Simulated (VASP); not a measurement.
# Al3Cu (Pm-3m) in VASP: notebook, part 2 of 2

VASP 6.6.1.

### Step 3. Single point, LDA

The input, INCAR:

```
SYSTEM = Al3Cu
ALGO = Normal ; EDIFF = 1E-6
ENCUT = 520 ; ISIF = 2
ISMEAR = 1 ; LASPH = .True.
LCHARG = .False. ; LREAL = .False.
LWAVE = .False. ; NBANDS = 18
NELM = 60 ; PREC = Accurate
SIGMA = 0.15
```

The input, KPOINTS:

```
k-points
0
Gamma
  6 6 6
  0 0 0
```

The input, POSCAR:

```
Al3Cu
1.0
    3.9241510000      0.0000000000      0.0000000000
    0.0000000000      3.9241510000      0.0000000000
    0.0000000000      0.0000000000      3.9241510000
Al Cu
3 1
Direct
    0.0000000000      0.5000000000      0.5000000000
    0.5000000000      0.0000000000      0.5000000000
    0.5000000000      0.5000000000      0.0000000000
    0.0000000000      0.0000000000      0.0000000000
```

Potentials or basis: VASP PAW LDA potentials, release 64 (Al, Cu).

Started as:

```bash
$ cat potpaw_LDA.64/Al/POTCAR potpaw_LDA.64/Cu/POTCAR > POTCAR
$ mpirun -np 1 vasp_std > vasp.out
```

OUTCAR:

```text
SYSTEM = Al3Cu
   EDIFF = 1E-6
   ENCUT = 520
   ISIF = 2
   ISMEAR = 1
   LASPH = .True.
   LREAL = .False.
   NELM = 60
   PREC = Accurate

 ion  position               nearest neighbor table
   1  0.000  0.500  0.500-   2 2.77   3 2.77   4 2.77   3 2.77   4 2.77   2 2.77   4 2.77   4 2.77
                             2 2.77   3 2.77   3 2.77   2 2.77
   2  0.500  0.000  0.500-   1 2.77   3 2.77   4 2.77   3 2.77   4 2.77   1 2.77   3 2.77   3 2.77
                             1 2.77   4 2.77   4 2.77   1 2.77
   3  0.500  0.500  0.000-   1 2.77   2 2.77   4 2.77   1 2.77   2 2.77   2 2.77   4 2.77   2 2.77
                             1 2.77   4 2.77   1 2.77   4 2.77
   4  0.000  0.000  0.000-   1 2.77   2 2.77   3 2.77   1 2.77   2 2.77   1 2.77   3 2.77   1 2.77
                             2 2.77   3 2.77   2 2.77   3 2.77

  LATTYP: Found a simple cubic cell.
 ALAT       =     3.9241510000

  Lattice vectors:

 A1 = (   3.9241510000,   0.0000000000,   0.0000000000)
 A2 = (   0.0000000000,   3.9241510000,   0.0000000000)
 A3 = (   0.0000000000,   0.0000000000,   3.9241510000)

Analysis of symmetry for initial positions (statically):
=====================================================================
 Subroutine PRICEL returns:
 Original cell was already a primitive cell.

 Routine SETGRP: Setting up the symmetry group for a
 simple cubic supercell.

 Subroutine GETGRP returns: Found 48 space group operations
 (whereof 48 operations were pure point group operations)
 out of a pool of 48 trial point group operations.

The static configuration has the point symmetry O_h .

Analysis of symmetry for dynamics (positions and initial velocities):
=====================================================================
 Subroutine PRICEL returns:
 Original cell was already a primitive cell.

 Routine SETGRP: Setting up the symmetry group for a
 simple cubic supercell.

 Subroutine GETGRP returns: Found 48 space group operations
 (whereof 48 operations were pure point group operations)
 out of a pool of 48 trial point group operations.

The dynamic configuration has the point symmetry O_h .

 Subroutine INISYM returns: Found 48 space group operations
 (whereof 48 operations are pure point group operations),
 and found     1 'primitive' translations

----------------------------------------------------------------------------------------

                                     Primitive cell

  volume of cell :      60.4278

  direct lattice vectors                    reciprocal lattice vectors
     3.924151000  0.000000000  0.000000000     0.254832192  0.000000000  0.000000000
     0.000000000  3.924151000  0.000000000     0.000000000  0.254832192  0.000000000
     0.000000000  0.000000000  3.924151000     0.000000000  0.000000000  0.254832192

  length of vectors
     3.924151000  3.924151000  3.924151000     0.254832192  0.254832192  0.254832192

  position of ions in fractional coordinates (direct lattice)
     0.000000000  0.500000000  0.500000000
     0.500000000  0.000000000  0.500000000
     0.500000000  0.500000000  0.000000000
     0.000000000  0.000000000  0.000000000

  ion indices of the primitive-cell ions
   primitive index   ion index
                 1           1
[... 27 lines left out ...]

 Found     20 irreducible k-points:

 Following reciprocal coordinates:
            Coordinates               Weight
  0.000000  0.000000  0.000000      1.000000
  0.166667  0.000000  0.000000      6.000000
  0.333333  0.000000  0.000000      6.000000
  0.500000  0.000000  0.000000      3.000000
  0.166667  0.166667  0.000000     12.000000
  0.333333  0.166667  0.000000     24.000000
[... 12 lines left out ...]
  0.500000  0.500000  0.333333      6.000000
  0.500000  0.500000  0.500000      1.000000
   k-points           NKPTS =     20   k-points in BZ     NKDIM =     20   number of bands    NBANDS=     18
   number of dos      NEDOS =    301   number of ions     NIONS =      4
   total plane-waves  NPLWV =  27000
   dimension x,y,z NGX =    30 NGY =   30 NGZ =   30
   dimension x,y,z NGXF=    60 NGYF=   60 NGZF=   60
   ions per type =               3   1
   NGX,Y,Z   is equivalent  to a cutoff of  12.71, 12.71, 12.71 a.u.
   NGXF,Y,Z  is equivalent  to a cutoff of  25.42, 25.42, 25.42 a.u.
 SYSTEM =  Al3Cu
   PREC   = accura    normal or accurate (medium, high low for compatibility)
   ISTART =      0    job   : 0-new  1-cont  2-samecut
   ICHARG =      2    charge: 1-file 2-atom 10-const
   ISPIN  =      1    spin polarized calculation?
   LNONCOLLINEAR =      F non collinear calculations
   LSORBIT =      F    spin-orbit coupling
   LASPH  =      T    aspherical Exc in radial PAW
   ENCUT  =  520.0 eV  38.22 Ry    6.18 a.u.   7.30  7.30  7.30*2*pi/ulx,y,z
   NELM   =     60;   NELMIN=  2; NELMDL= -5     # of ELM steps
   EDIFF  = 0.1E-05   stopping-criterion for ELM
   LREAL  =      F    real-space projection
   EDIFFG = 0.1E-04   stopping-criterion for IOM
   NSW    =      0    number of steps for IOM
   IBRION =     -1    ionic relax: 0-MD 1-quasi-New 2-CG
   NFREE  =      0    steps in history (QN), initial steepest desc. (CG)
   ISIF   =      2    stress and relaxation
   ISYM   =      2    0-nonsym 1-usesym 2-fastsym
   POTIM  = 0.5000    time-step for ionic-motion
   TEBEG  =    0.0;   TEEND  =   0.0 temperature during run
   PSTRESS=    0.0 pullay stress
   NELECT =      20.0000    total number of electrons
   NUPDOWN=      -1.0000    fix difference up-down
   EMIN   =  10.00;   EMAX   =-10.00  energy-range for DOS
   EFERMI =   0.00;   METHOD = LEGACY
   ISMEAR =     1;   SIGMA  =   0.15  broadening in eV -4-tet -1-fermi 0-gaus
   EFERMI_NEDOS =   21; number of points for ismear=-14 and -15
   IALGO  =     38    algorithm
   IMIX   =      4    mixing-type and parameters
     AMIX     =   0.40;   BMIX     =  1.00
     AMIX_MAG =   1.60;   BMIX_MAG =  1.00
  volume/ion in A,a.u.               =      15.11       101.95
  Fermi-wavevector in a.u.,A,eV,Ry     =   1.132415  2.139955 17.447632  1.282365
  Thomas-Fermi vector in A             =   2.269116
   LORBIT       =      0    0 simple, 1 ext, 2 COOP (PROOUT), +10 PAW based schemes
   GGA     = CA    functional components
   LHFCALC =     F    Hartree Fock is set to
   AEXX    =    0.0000 exact exchange contribution
   IVDW    =     0    specifies the selected vdW correction
   LEPSILON=     F    determine dielectric tensor
   LRPA    =     F    only Hartree local field effects (RPA)
 non-spin polarized calculation
 Methfessel and Paxton  Order N= 1 SIGMA  =   0.15
  energy-cutoff  :      520.00
  volume of cell :       60.43
 maximum number of plane-waves:      1647
 NGX is ok and might be reduce to    30
   NGX = 15   NGY = 15   NGZ = 15

 number of electron      20.0000021 magnetization

 Free energy of the ion-electron system (eV)
  ---------------------------------------------------
  ext. energy  EPLUGINS =         0.00000000
  ---------------------------------------------------
  free energy    TOTEN  =       -17.31823876 eV

  energy without entropy =      -17.31653131  energy(sigma->0) =      -17.31766961

 E-fermi :   8.0694     XC(G=0): -10.9410

 val. band max:        8.0277967860   @ k =   0.3333   0.1667   0.0000
 cond. band min:       8.2517350902   @ k =   0.3333   0.1667   0.1667
 fundamental gap:      0.2239383041
 Fermi energy:         8.0694100806

 k-point     1 :       0.0000    0.0000    0.0000
  band No.  band energies     occupation
      1      -3.0690      2.00000
      2       3.7133      2.00000
      3       3.7133      2.00000
      4       4.4080      2.00000
      5       4.4080      2.00000
      6       4.4080      2.00000
[... 397 lines left out ...]
      5       4.1206      2.00000
      6       4.1206      2.00000
[... 10 lines left out ...]
     17      20.2325      0.00000
     18      20.2343      0.00000

------------------------ aborting loop because EDIFF is reached ----------------------------------------

  FORCE on cell =-STRESS in cart. coord.  units (eV):
  Direction    XX          YY          ZZ          XY          YZ          ZX
  --------------------------------------------------------------------------------------
  -------------------------------------------------------------------------------------
  Total       -1.9221033     -1.9221033     -1.9221033      0.0000000     -0.0000000      0.0000000
  in kB      -50.9624364    -50.9624364    -50.9624364      0.0000000     -0.0000000      0.0000000
  external PRESSURE =     -50.9624364 kB  Pullay stress =       0.0000000 kB

 VOLUME and BASIS-vectors are now :
 -----------------------------------------------------------------------------
  energy-cutoff  :      520.00
  volume of cell :       60.43
      direct lattice vectors                 reciprocal lattice vectors
     3.924151000  0.000000000  0.000000000     0.254832192  0.000000000  0.000000000
     0.000000000  3.924151000  0.000000000     0.000000000  0.254832192  0.000000000
     0.000000000  0.000000000  3.924151000     0.000000000  0.000000000  0.254832192

 POSITION                                       TOTAL-FORCE (eV/Angst)
 -----------------------------------------------------------------------------------
      0.00000      1.96208      1.96208         0.000000      0.000000      0.000000
      1.96208      0.00000      1.96208         0.000000      0.000000      0.000000
      1.96208      1.96208      0.00000         0.000000      0.000000      0.000000
      0.00000      0.00000      0.00000         0.000000      0.000000      0.000000
 -----------------------------------------------------------------------------------
    total drift:                               -0.000000     -0.000000     -0.000000

  FREE ENERGIE OF THE ION-ELECTRON SYSTEM (eV)
  ---------------------------------------------------
  free  energy   TOTEN  =       -17.3182387615 eV

  energy  without entropy=      -17.3165313069  energy(sigma->0) =      -17.31766961
```

Run time: 26 s. Hardware: 1 thread of AMD EPYC 7R13 (Zen 3), shared host; peak memory 0.12 GiB.

What came out:

* Free energy: -17.3182 eV
* Pressure: -5.1 GPa
* Band gap on the k mesh: zero (band 10 reaches 10.26 eV, above the bottom of band 11 at 6.05 eV)

Levels at points of the mesh, in eV from the Fermi level:
```csv
k point,band 6,band 7,band 8,band 9,band 10,band 11,band 12,band 13,band 14,band 15
"(0.00, 0.00, 0.00)",-3.66,-2.42,-2.42,-2.42,-0.59,0.34,0.34,6.23,6.23,6.23
"(0.50, 0.00, 0.00)",-3.63,-3.46,0.22,0.22,0.26,0.26,0.75,1.66,2.29,3.04
"(0.50, 0.50, 0.00)",-3.89,-3.47,-3.38,-3.13,1.29,2.87,2.87,3.28,3.62,3.62
"(0.50, 0.50, 0.50)",-3.95,-3.95,-3.46,-3.46,-2.50,-2.02,-2.02,-2.02,12.06,12.06
```
